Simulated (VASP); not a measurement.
# LaMg (Pm-3m) in VASP: further runs, part 2 of 2

VASP 6.6.1. Earlier steps stand in the parts before.

### Step 3. Single point, LDA

This run uses another cell than the first one, of 28.65 Å³/atom, 1.010 times its volume.

The input, INCAR:

```
PREC     = Accurate       # precision mode
ENCUT    = 520            # plane-wave cutoff, eV
EDIFF    = 1E-6           # SCF threshold, eV
ISMEAR   = 0              # smearing method
SIGMA    = 0.1            # smearing width, eV
LREAL    = False          # projectors in reciprocal space
LASPH    = True           # aspherical terms in the spheres
NELM     = 80             # most SCF steps
ALGO     = Normal         # electronic algorithm
ISIF     = 2              # what is computed and relaxed
LWAVE    = False          # write WAVECAR
LCHARG   = False          # write CHGCAR
GGA      = CA             # functional
NBANDS   = 14             # bands
```

The input, KPOINTS:

```
regular mesh
0
Gamma
  5 5 5
```

The input, POSCAR:

```
LaMg
1.0
    3.8551752361      0.0000000000      0.0000000000
    0.0000000000      3.8551752361      0.0000000000
    0.0000000000      0.0000000000      3.8551752361
La Mg
1 1
Direct
    0.0000000000      0.0000000000      0.0000000000
    0.5000000000      0.5000000000      0.5000000000
```

Potentials or basis: VASP PAW LDA potentials, release 64 (La, Mg).

Launch:

```console
$ cat potpaw_LDA.64/La/POTCAR potpaw_LDA.64/Mg/POTCAR > POTCAR
$ mpirun -np 1 vasp_std > vasp.out
```

Run time: 7.3 s. Hardware: 1 thread of AMD EPYC 7R13 (Zen 3), shared host; peak memory 0.13 GiB.

It converged, with:

| Item | Value |
| --- | --- |
| Free energy | -7.6242 eV |
| Pressure | -0.3 GPa |

Levels at points of the mesh, in eV from the Fermi level:
| k point | band 4 | band 5 | band 6 | band 7 | band 8 | band 9 |
| --- | --- | --- | --- | --- | --- | --- |
| (0.00, 0.00, 0.00) | -16.03 | -4.80 | -0.61 | -0.61 | 1.74 | 1.74 |

Caveat: spin-orbit coupling is left out, which moves the levels of the heavy elements.

### Step 4. Single point, LDA

This run uses another cell than the first one, of 28.65 Å³/atom, 1.010 times its volume.

The input, INCAR:

```
SYSTEM = LaMg
  PREC = Accurate
  ENCUT = 520
  EDIFF = 1E-6
  ISMEAR = 0
  SIGMA = 0.1
  LREAL = .FALSE.
  LASPH = .TRUE.
  NELM = 60
  ALGO = Normal
  ISIF = 2
  LWAVE = .FALSE.
  LCHARG = .FALSE.
  NBANDS = 14
```

The input, KPOINTS:

```
regular mesh
0
G
  5 5 5
  0 0 0
```

POSCAR is that of step 3.

Potentials or basis: VASP PAW LDA potentials, release 64 (La, Mg).

Launch:

```console
$ cat potpaw_LDA.64/La/POTCAR potpaw_LDA.64/Mg/POTCAR > POTCAR
$ mpirun -np 1 vasp_std > vasp.out
```

OUTCAR:

```text
SYSTEM = LaMg
   PREC = Accurate
   ENCUT = 520
   EDIFF = 1E-6
   ISMEAR = 0
   LREAL = .FALSE.
   LASPH = .TRUE.
   NELM = 60
   ISIF = 2

 ion  position               nearest neighbor table
   1  0.000  0.000  0.000-   2 3.34   2 3.34   2 3.34   2 3.34   2 3.34   2 3.34   2 3.34   2 3.34

   2  0.500  0.500  0.500-   1 3.34   1 3.34   1 3.34   1 3.34   1 3.34   1 3.34   1 3.34   1 3.34

  LATTYP: Found a simple cubic cell.
 ALAT       =     3.8551752361

  Lattice vectors:

 A1 = (   3.8551752361,   0.0000000000,   0.0000000000)
 A2 = (   0.0000000000,   3.8551752361,   0.0000000000)
 A3 = (   0.0000000000,   0.0000000000,   3.8551752361)

Analysis of symmetry for initial positions (statically):
=====================================================================
 Subroutine PRICEL returns:
 Original cell was already a primitive cell.

 Routine SETGRP: Setting up the symmetry group for a
 simple cubic supercell.

 Subroutine GETGRP returns: Found 48 space group operations
 (whereof 48 operations were pure point group operations)
 out of a pool of 48 trial point group operations.

The static configuration has the point symmetry O_h .

Analysis of symmetry for dynamics (positions and initial velocities):
[... 161 lines left out ...]
      8       7.5711      0.00000
      9       7.5711      0.00000
     10       7.5711      0.00000
     11       7.6401      0.00000
     12       7.6401      0.00000
     13       7.6401      0.00000
     14       7.8477      0.00000
[... 139 lines left out ...]
      1     -26.6028      2.00000
      2     -10.6364      2.00000
      3     -10.6264      2.00000
      4     -10.6264      2.00000
      5       3.8787      2.00000
      6       4.5276      2.00000
      7       4.5276      2.00000
      8       6.8540      0.00000
      9       7.6082      0.00000
     10       7.6138      0.00000
     11       7.6138      0.00000
     12       7.8643      0.00000
     13       7.8996      0.00000
     14       7.8996      0.00000

------------------------ aborting loop because EDIFF is reached ----------------------------------------

  FORCE on cell =-STRESS in cart. coord.  units (eV):
  Direction    XX          YY          ZZ          XY          YZ          ZX
  --------------------------------------------------------------------------------------
  -------------------------------------------------------------------------------------
  Total       -0.0973360     -0.0973360     -0.0973360      0.0000000      0.0000000     -0.0000000
  in kB       -2.7217709     -2.7217709     -2.7217709      0.0000000      0.0000000     -0.0000000
  external PRESSURE =      -2.7217709 kB  Pullay stress =       0.0000000 kB

 VOLUME and BASIS-vectors are now :
 -----------------------------------------------------------------------------
  energy-cutoff  :      520.00
  volume of cell :       57.30
      direct lattice vectors                 reciprocal lattice vectors
     3.855175236  0.000000000  0.000000000     0.259391581  0.000000000  0.000000000
     0.000000000  3.855175236  0.000000000     0.000000000  0.259391581  0.000000000
     0.000000000  0.000000000  3.855175236     0.000000000  0.000000000  0.259391581

 POSITION                                       TOTAL-FORCE (eV/Angst)
 -----------------------------------------------------------------------------------
      0.00000      0.00000      0.00000         0.000000      0.000000      0.000000
      1.92759      1.92759      1.92759         0.000000      0.000000      0.000000
 -----------------------------------------------------------------------------------
    total drift:                               -0.000000     -0.000000     -0.000000

  FREE ENERGIE OF THE ION-ELECTRON SYSTEM (eV)
  ---------------------------------------------------
  free  energy   TOTEN  =        -7.6242267846 eV

  energy  without entropy=       -7.6125274898  energy(sigma->0) =       -7.61837714
```

OSZICAR:

```text
N       E                     dE             d eps       ncg     rms          rms(c)
DAV:   1     0.105077519066E+03    0.10508E+03   -0.43610E+03   280   0.106E+03
DAV:   2     0.325664212270E+01   -0.10182E+03   -0.94184E+02   336   0.170E+02
DAV:   3    -0.687744299425E+01   -0.10134E+02   -0.97233E+01   382   0.828E+01
DAV:   4    -0.768641473745E+01   -0.80897E+00   -0.80371E+00   516   0.172E+01
DAV:   5    -0.769958453539E+01   -0.13170E-01   -0.13033E-01   408   0.248E+00    0.229E+00
DAV:   6    -0.764613720129E+01    0.53447E-01   -0.75626E-02   522   0.188E+00    0.143E+00
DAV:   7    -0.762592140488E+01    0.20216E-01   -0.25970E-02   452   0.611E-01    0.324E-01
DAV:   8    -0.762427693141E+01    0.16445E-02   -0.19735E-03   524   0.376E-01    0.414E-02
DAV:   9    -0.762422916541E+01    0.47766E-04   -0.15742E-04   414   0.626E-02    0.105E-02
DAV:  10    -0.762422689927E+01    0.22661E-05   -0.23179E-05   482   0.418E-02    0.380E-03
DAV:  11    -0.762422678458E+01    0.11469E-06   -0.15151E-06   520   0.821E-03
   1 F= -.76242268E+01 E0= -.76183771E+01  d E =-.116993E-01
```

stdout:

```text
POSCAR found type information on POSCAR LaMg
 POSCAR found :  2 types and       2 ions
 scaLAPACK will be used
 LDA part: xc-table for (Slater(with rela. corr.)+CA(PZ))
 , standard interpolation
 POSCAR, INCAR and KPOINTS ok, starting setup
 FFT: planning ... GRIDC
 FFT: planning ... GRID_SOFT
 FFT: planning ... GRID
 WAVECAR not read
 entering main loop
```

It took 7.7 s on 1 thread of AMD EPYC 7R13 (Zen 3), shared host; peak memory 0.13 GiB.

What came out:

```yaml
Free_energy: -7.6242 eV
Pressure: -0.3 GPa
```

Caveat: spin-orbit coupling is left out, which moves the levels of the heavy elements.
